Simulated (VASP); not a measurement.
# KTmI4 (P4/mmm) in VASP: relaxation of cell and atoms with PBE

Aim: the relaxation of cell and atoms of KTmI4 with PBE.

All numbers are computed with VASP 6.6.1; they aren't measurements. Logs are shortened: lines on timing, memory, paths and dates and some standing lists are left out, and cuts for length are marked.

### 1 The cell of the first run

The structure is tetragonal, space group P4/mmm (No. 123). The conventional cell has a = 5.369 Å, b = 5.369 Å, c = 9.748 Å, α = 90.00°, β = 90.00°, γ = 90.00°. K (site symmetry 4/mmm) has 2 I at 2.63 Å within 3.5 Å. Within 3.5 Å of Tm (site symmetry 4/mmm) lie 4 I at 2.68 Å. Within 3.5 Å of I (site symmetry mmm) lie 2 Tm at 2.68 Å and 4 I at 3.50 Å. I (site symmetry 4mm) has 1 K at 2.63 Å and 4 I at 3.50 Å within 3.5 Å.

The cell was generated, and may not be a known phase.

### 2 Relaxation of cell and atoms, PBE

INCAR

```
SYSTEM = KTmI4
PREC = Accurate
ENCUT = 500
EDIFF = 1E-7
ISMEAR = 0
SIGMA = 0.15
LREAL = .False.
LASPH = .True.
NELM = 200
ALGO = Normal
ISIF = 3
LWAVE = .False.
LCHARG = .False.
GGA = PE
IBRION = 2
NSW = 36
EDIFFG = -0.08
GGA_COMPAT = .False.
NELMIN = 4
LMAXMIX = 6
```

KPOINTS

```
Automatic mesh
0
Gamma
  2 2 2
  0 0 0
```

POSCAR

```
KTmI4
1.0
    5.3693658800      0.0000000000      0.0000000000
    0.0000000000      5.3693658800      0.0000000000
    0.0000000000      0.0000000000      9.7483512300
K Tm I
1 1 4
Direct
    0.5000000000      0.5000000000      0.0000000000
    0.0000000000      0.0000000000      0.5000000000
    0.0000000000      0.5000000000      0.5000000000
    0.5000000000      0.0000000000      0.5000000000
    0.5000000000      0.5000000000      0.7298252600
    0.5000000000      0.5000000000      0.2701747400
```

Potentials or basis: VASP PAW PBE potentials, release 64 (K_sv, Tm_3, I), 4f in core.

Command:

```
$ cat potpaw_PBE.64/K_sv/POTCAR potpaw_PBE.64/Tm_3/POTCAR potpaw_PBE.64/I/POTCAR > POTCAR
$ mpirun -np 1 vasp_std > vasp.out
```

OUTCAR:

```text
SYSTEM = KTmI4
   PREC = Accurate
   ENCUT = 500
   EDIFF = 1E-7
   ISMEAR = 0
   LREAL = .False.
   LASPH = .True.
   NELM = 200
   ISIF = 3
   GGA = PE
   IBRION = 2
   NSW = 36
   EDIFFG = -0.08
   NELMIN = 4

 ion  position               nearest neighbor table
   1  0.500  0.500  0.000-   5 2.63   6 2.63
   2  0.000  0.000  0.500-   3 2.68   4 2.68   3 2.68   4 2.68
   3  0.000  0.500  0.500-   2 2.68   2 2.68   6 3.50   5 3.50   5 3.50   6 3.50
   4  0.500  0.000  0.500-   2 2.68   2 2.68   6 3.50   5 3.50   6 3.50   5 3.50
   5  0.500  0.500  0.730-   1 2.63   3 3.50   4 3.50   4 3.50   3 3.50
   6  0.500  0.500  0.270-   1 2.63   3 3.50   4 3.50   4 3.50   3 3.50

  LATTYP: Found a simple tetragonal cell.
 ALAT       =     5.3693658800
 C/A-ratio  =     1.8155498150

  Lattice vectors:

 A1 = (   5.3693658800,   0.0000000000,   0.0000000000)
 A2 = (   0.0000000000,   5.3693658800,   0.0000000000)
 A3 = (   0.0000000000,   0.0000000000,   9.7483512300)

Analysis of symmetry for initial positions (statically):
=====================================================================
 Subroutine PRICEL returns:
 Original cell was already a primitive cell.

 Routine SETGRP: Setting up the symmetry group for a
 simple tetragonal supercell.

 Subroutine GETGRP returns: Found 16 space group operations
 (whereof 16 operations were pure point group operations)
 out of a pool of 16 trial point group operations.

The static configuration has the point symmetry D_4h.

Analysis of symmetry for dynamics (positions and initial velocities):
=====================================================================
 Subroutine PRICEL returns:
 Original cell was already a primitive cell.

 Routine SETGRP: Setting up the symmetry group for a
 simple tetragonal supercell.

 Subroutine GETGRP returns: Found 16 space group operations
 (whereof 16 operations were pure point group operations)
 out of a pool of 16 trial point group operations.

The dynamic configuration has the point symmetry D_4h.

 Subroutine INISYM returns: Found 16 space group operations
 (whereof 16 operations are pure point group operations),
 and found     1 'primitive' translations

----------------------------------------------------------------------------------------

                                     Primitive cell

  volume of cell :     281.0458

  direct lattice vectors                    reciprocal lattice vectors
     5.369365880  0.000000000  0.000000000     0.186241732  0.000000000  0.000000000
     0.000000000  5.369365880  0.000000000     0.000000000  0.186241732  0.000000000
     0.000000000  0.000000000  9.748351230     0.000000000  0.000000000  0.102581450

  length of vectors
     5.369365880  5.369365880  9.748351230     0.186241732  0.186241732  0.102581450

  position of ions in fractional coordinates (direct lattice)
     0.500000000  0.500000000  0.000000000
     0.000000000  0.000000000  0.500000000
     0.000000000  0.500000000  0.500000000
     0.500000000  0.000000000  0.500000000
     0.500000000  0.500000000  0.729825260
     0.500000000  0.500000000  0.270174740

  ion indices of the primitive-cell ions
   primitive index   ion index
                 1           1
                 2           2
                 3           3
                 4           4
                 5           5
                 6           6

----------------------------------------------------------------------------------------

 KPOINTS: Automatic mesh

Automatic generation of k-mesh.
 Grid dimensions read from file:
 generate k-points for:    2    2    2

 Generating k-lattice:

  Cartesian coordinates                     Fractional coordinates (reciprocal lattice)
     0.093120866  0.000000000  0.000000000     0.500000000  0.000000000  0.000000000
     0.000000000  0.093120866  0.000000000     0.000000000  0.500000000  0.000000000
     0.000000000  0.000000000  0.051290725     0.000000000  0.000000000  0.500000000

  Length of vectors
     0.093120866  0.093120866  0.051290725

  Shift w.r.t. Gamma in fractional coordinates (k-lattice)
     0.000000000  0.000000000  0.000000000

 Subroutine IBZKPT returns following result:
 ===========================================

 Found      6 irreducible k-points:

 Following reciprocal coordinates:
            Coordinates               Weight
  0.000000  0.000000  0.000000      1.000000
  0.500000  0.000000  0.000000      2.000000
  0.500000  0.500000  0.000000      1.000000
  0.000000  0.000000  0.500000      1.000000
  0.500000  0.000000  0.500000      2.000000
  0.500000  0.500000  0.500000      1.000000
   k-points           NKPTS =      6   k-points in BZ     NKDIM =      6   number of bands    NBANDS=     27
   number of dos      NEDOS =    301   number of ions     NIONS =      6
   total plane-waves  NPLWV = 115200
   dimension x,y,z NGX =    40 NGY =   40 NGZ =   72
   dimension x,y,z NGXF=    80 NGYF=   80 NGZF=  144
   ions per type =               1   1   4
   NGX,Y,Z   is equivalent  to a cutoff of  12.38, 12.38, 12.28 a.u.
   NGXF,Y,Z  is equivalent  to a cutoff of  24.77, 24.77, 24.56 a.u.
 SYSTEM =  KTmI4
   PREC   = accura    normal or accurate (medium, high low for compatibility)
   ISTART =      0    job   : 0-new  1-cont  2-samecut
   ICHARG =      2    charge: 1-file 2-atom 10-const
   ISPIN  =      1    spin polarized calculation?
   LNONCOLLINEAR =      F non collinear calculations
   LSORBIT =      F    spin-orbit coupling
   LASPH  =      T    aspherical Exc in radial PAW
   ENCUT  =  500.0 eV  36.75 Ry    6.06 a.u.   9.79  9.79 17.77*2*pi/ulx,y,z
   NELM   =    200;   NELMIN=  4; NELMDL= -5     # of ELM steps
   EDIFF  = 0.1E-06   stopping-criterion for ELM
   LREAL  =      F    real-space projection
   EDIFFG = -.8E-01   stopping-criterion for IOM
   NSW    =     36    number of steps for IOM
   IBRION =      2    ionic relax: 0-MD 1-quasi-New 2-CG
   NFREE  =      1    steps in history (QN), initial steepest desc. (CG)
   ISIF   =      3    stress and relaxation
   ISYM   =      2    0-nonsym 1-usesym 2-fastsym
   POTIM  = 0.5000    time-step for ionic-motion
   TEBEG  =    0.0;   TEEND  =   0.0 temperature during run
   PSTRESS=    0.0 pullay stress
   NELECT =      46.0000    total number of electrons
   NUPDOWN=      -1.0000    fix difference up-down
   EMIN   =  10.00;   EMAX   =-10.00  energy-range for DOS
   EFERMI =   0.00;   METHOD = LEGACY
   ISMEAR =     0;   SIGMA  =   0.15  broadening in eV -4-tet -1-fermi 0-gaus
   EFERMI_NEDOS =   21; number of points for ismear=-14 and -15
   IALGO  =     38    algorithm
   IMIX   =      4    mixing-type and parameters
     AMIX     =   0.40;   BMIX     =  1.00
     AMIX_MAG =   1.60;   BMIX_MAG =  1.00
  volume/ion in A,a.u.               =      46.84       316.10
  Fermi-wavevector in a.u.,A,eV,Ry     =   0.895506  1.692261 10.910928  0.801931
  Thomas-Fermi vector in A             =   2.017846
   LORBIT       =      0    0 simple, 1 ext, 2 COOP (PROOUT), +10 PAW based schemes
   GGA     = PE    functional components
   LHFCALC =     F    Hartree Fock is set to
   AEXX    =    0.0000 exact exchange contribution
   IVDW    =     0    specifies the selected vdW correction
   LEPSILON=     F    determine dielectric tensor
   LRPA    =     F    only Hartree local field effects (RPA)
 conjugate gradient relaxation of ions
 non-spin polarized calculation
 Gauss-broadening in eV      SIGMA  =   0.15
  energy-cutoff  :      500.00
  volume of cell :      281.05
 maximum number of plane-waves:      7152
 NGX is ok and might be reduce to    40
   NGX = 19   NGY = 19   NGZ = 35

--------------------------------------- Ionic step        1  -------------------------------------------

 number of electron      46.0000012 magnetization

 Free energy of the ion-electron system (eV)
  ---------------------------------------------------
  ext. energy  EPLUGINS =         0.00000000
  ---------------------------------------------------
  free energy    TOTEN  =       -11.73883921 eV

  energy without entropy =      -11.70156895  energy(sigma->0) =      -11.72020408

 E-fermi :   2.0310     XC(G=0):  -6.8577

 val. band max:        1.9697981122   @ k =   0.5000   0.0000   0.5000
 cond. band min:       2.0893065804   @ k =   0.0000   0.0000   0.0000
 fundamental gap:      0.1195084681
 Fermi energy:         2.0309645676

 k-point     1 :       0.0000    0.0000    0.0000
  band No.  band energies     occupation
      1     -27.9210      2.00000
      2     -25.1006      2.00000
      3     -24.8710      2.00000
      4     -24.8710      2.00000
      5     -12.3395      2.00000
      6     -12.2176      2.00000
[... 282 lines left out ...]
  FREE ENERGIE OF THE ION-ELECTRON SYSTEM (eV)
  ---------------------------------------------------
  free  energy   TOTEN  =       -15.3316083922 eV

  energy  without entropy=      -15.3254683096  energy(sigma->0) =      -15.32853835

[... ionic steps 4 to 8 ...]

--------------------------------------- Ionic step        9  -------------------------------------------

 number of electron      45.9999980 magnetization

------------------------ aborting loop because EDIFF is reached ----------------------------------------

  FORCE on cell =-STRESS in cart. coord.  units (eV):
  Direction    XX          YY          ZZ          XY          YZ          ZX
  --------------------------------------------------------------------------------------
  -------------------------------------------------------------------------------------
  Total       -0.8121703     -0.8121703     -1.3055348      0.0000000     -0.0000000     -0.0000000
  in kB       -2.9713893     -2.9713893     -4.7764023      0.0000000     -0.0000000     -0.0000000
  external PRESSURE =      -3.5730603 kB  Pullay stress =       0.0000000 kB
[... 65 lines left out ...]
  energy  without entropy=      -15.6170836030  energy(sigma->0) =      -15.62262620

--------------------------------------- Ionic step       11  -------------------------------------------

 number of electron      45.9999988 magnetization

 Free energy of the ion-electron system (eV)
  ---------------------------------------------------
  ext. energy  EPLUGINS =         0.00000000
  ---------------------------------------------------
  free energy    TOTEN  =       -15.63053449 eV

  energy without entropy =      -15.61881313  energy(sigma->0) =      -15.62467381

 E-fermi :  -0.6725     XC(G=0):  -5.5174

 val. band max:       -0.9026530561   @ k =   0.5000   0.0000   0.0000
 cond. band min:      -0.4938986872   @ k =   0.0000   0.0000   0.0000
 fundamental gap:      0.4087543690
 Fermi energy:        -0.6724623279

 k-point     1 :       0.0000    0.0000    0.0000
  band No.  band energies     occupation
      1     -30.8000      2.00000
      2     -28.8407      2.00000
      3     -28.5687      2.00000
      4     -28.5687      2.00000
      5     -14.3491      2.00000
      6     -14.3491      2.00000
[... 202 lines left out ...]
  FREE ENERGIE OF THE ION-ELECTRON SYSTEM (eV)
  ---------------------------------------------------
  free  energy   TOTEN  =       -15.6305344879 eV

  energy  without entropy=      -15.6188131338  energy(sigma->0) =      -15.62467381

 reached required accuracy - stopping structural energy minimisation
```

Wall time 5.4 min (1 thread of Intel Xeon 6975P-C (Granite Rapids), shared host); peak memory 0.37 GiB.

What came out:

```
Free energy                           : -15.6305 eV
Relaxed volume                        : 70.91 Å³/atom
Relaxed cell                          : a = 5.789 Å, b = 5.789 Å, c = 12.696 Å, α = 90.00°, β = 90.00°, γ = 90.00°
Space group after relaxing (to 0.1 Å) : P4/mmm (No. 123)
Energy gained by relaxing             : 648.6 meV/atom
Ionic steps                           : 11
Pressure after relaxing               : 0.1 GPa
Largest force after relaxing          : 0.040 eV/Å
Band gap on the k mesh                : 0.41 eV (least direct gap 0.42 eV)
```

Forces on the atoms (eV/Å):
```
K    0.000  0.000  0.000
Tm   0.000  0.000  0.000
I    0.000  0.000  0.000
I    0.000  0.000  0.000
I    0.000  0.000  0.040
I    0.000  0.000 -0.040
```

The path:
| step | energy change (eV) | largest force (eV/Å) | pressure (GPa) | volume (Å³) |
| --- | --- | --- | --- | --- |
| 1 | 0.0000 | 1.8321 | 11.32 | 281.05 |
| 2 | -3.5381 | 0.5344 | -0.75 | 437.34 |
| 3 | -3.5928 | 0.4281 | 0.00 | 407.33 |
| 4 | -3.5942 | 0.4560 | -0.19 | 413.62 |
| 5 | -3.7039 | 0.5219 | -0.02 | 411.67 |
| 6 | -3.7532 | 0.5672 | 0.30 | 408.80 |
| 7 | -3.8020 | 0.4727 | 0.07 | 417.12 |
| 8 | -3.8478 | 0.3254 | -0.27 | 433.15 |
| 9 | -3.8511 | 0.2905 | -0.36 | 437.92 |
| 10 | -3.8893 | 0.1051 | -0.03 | 428.37 |
| 11 | -3.8917 | 0.0403 | 0.08 | 425.45 |

Final structure:
```yaml
crystal:
  lattice:
    - [5.78892, 0.00000, 0.00000]
    - [0.00000, 5.78892, 0.00000]
    - [0.00000, 0.00000, 12.69568]
  atoms:
    - { symbol: K, position: [0.50000, 0.50000, 0.00000] }
    - { symbol: Tm, position: [0.00000, 0.00000, 0.50000] }
    - { symbol: I, position: [0.00000, 0.50000, 0.50000] }
    - { symbol: I, position: [0.50000, 0.00000, 0.50000] }
    - { symbol: I, position: [0.50000, 0.50000, 0.74412] }
    - { symbol: I, position: [0.50000, 0.50000, 0.25588] }
```

Levels at points of the mesh, in eV from the valence-band top:
```csv
k point,band 21,band 22,band 23,band 24,band 25,band 26
"(0.00, 0.00, 0.00)",-0.10,-0.01,-0.01,0.41,0.69,0.86
"(0.50, 0.00, 0.00)",-0.15,-0.12,0.00,0.79,0.97,1.83
"(0.50, 0.50, 0.00)",-0.34,-0.14,-0.14,0.93,2.23,2.23
"(0.00, 0.00, 0.50)",-0.20,-0.03,-0.03,0.41,0.70,0.86
"(0.50, 0.00, 0.50)",-0.14,-0.11,-0.02,0.79,0.96,1.83
"(0.50, 0.50, 0.50)",-0.13,-0.13,-0.12,0.93,2.23,2.23
```

Caveat: the k points lie up to 0.54 Å⁻¹ apart in the final cell; the volume moved by over 15 % at a fixed basis, so the end points are rough; semilocal functionals underestimate gaps, and a narrow one can read as zero; spin-orbit coupling is left out, which moves the levels of the heavy elements; the 4f electrons are frozen in the core, so they carry no moment and show no levels; the relaxation stopped at a loose force limit of 0.08 eV/Å, so its end isn't a converged minimum. Spin polarisation is off, so any magnetic state and its effect on volume and gap are missing.
